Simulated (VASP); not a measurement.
Set up this calculation in VASP 6.6.1, as the native input.

```
Task                   : relaxation of cell and atoms
Functional             : PBEsol
Potentials or basis    : VASP PAW PBE potentials, release 64 (Te)
Cutoff                 : 600 eV
k mesh                 : 11 × 11 × 11
Occupations            : fermi-dirac, width 0.1 eV
Spin                   : no spin polarisation
Target pressure        : 8.9 GPa
Dipole correction      : no
Further INCAR settings : ALGO = Normal; EDIFF = 1e-07; IBRION = 2; EDIFFG = -0.005; NSW = 32; ISIF = 3
```

The structure of Te lies in POSCAR:

```
Te
1.0
    1.9057212893     -1.1002686994      4.1922566834
    0.0000000000      2.2005373988      4.1922566834
   -1.9057212893     -1.1002686994      4.1922566834
Te
2
Direct
    0.2500000368      0.2500000368      0.2500000368
   -0.2500000368     -0.2500000368     -0.2500000368
```

The input as run:

INCAR

```
PREC     = Accurate       # precision mode
ENCUT    = 600            # plane-wave cutoff, eV
EDIFF    = 1E-7           # SCF threshold, eV
ISMEAR   = -1             # smearing method
SIGMA    = 0.1            # smearing width, eV
LREAL    = F              # projectors in reciprocal space
LASPH    = T              # aspherical terms in the spheres
NELM     = 80             # most SCF steps
ALGO     = Normal         # electronic algorithm
ISIF     = 3              # what is computed and relaxed
LWAVE    = F              # write WAVECAR
LCHARG   = F              # write CHGCAR
GGA      = PS             # functional
IBRION   = 2              # ionic algorithm
NSW      = 32             # ionic steps
EDIFFG   = -0.005         # ionic threshold
PSTRESS  = 89.0
```

KPOINTS

```
regular mesh
0
Gamma
  11 11 11
```

Potentials or basis: VASP PAW PBE potentials, release 64 (Te).

Command:

```sh
$ cat potpaw_PBE.64/Te/POTCAR > POTCAR
$ mpirun -np 1 vasp_std > vasp.out
```

Results of the run:

* Relaxed volume: 26.40 Å³/atom
* Relaxed cell: a = 4.738 Å, b = 4.738 Å, c = 4.738 Å, α = 47.43°, β = 47.43°, γ = 47.43°
* Space group after relaxing (to 0.1 Å): R-3m (No. 166)
* Energy change on relaxing (the run minimises the enthalpy): -1.5 meV/atom
* Ionic steps: 7
* Pressure after relaxing: 8.9 GPa
* Band gap on the k mesh: zero (bands 6 and 7 overlap by 4.37 eV)

Caveat: the cell is relaxed towards a set pressure, so the run minimises the enthalpy, not the energy; the PAW data sets were made with another functional, which shifts forces and pressure a little; spin-orbit coupling is left out, which moves the levels of the heavy elements.

It took 3 min on 1 thread of AMD EPYC 9R45 96-Core Processor (Zen 5) (shared host), peak memory 0.27 GiB.
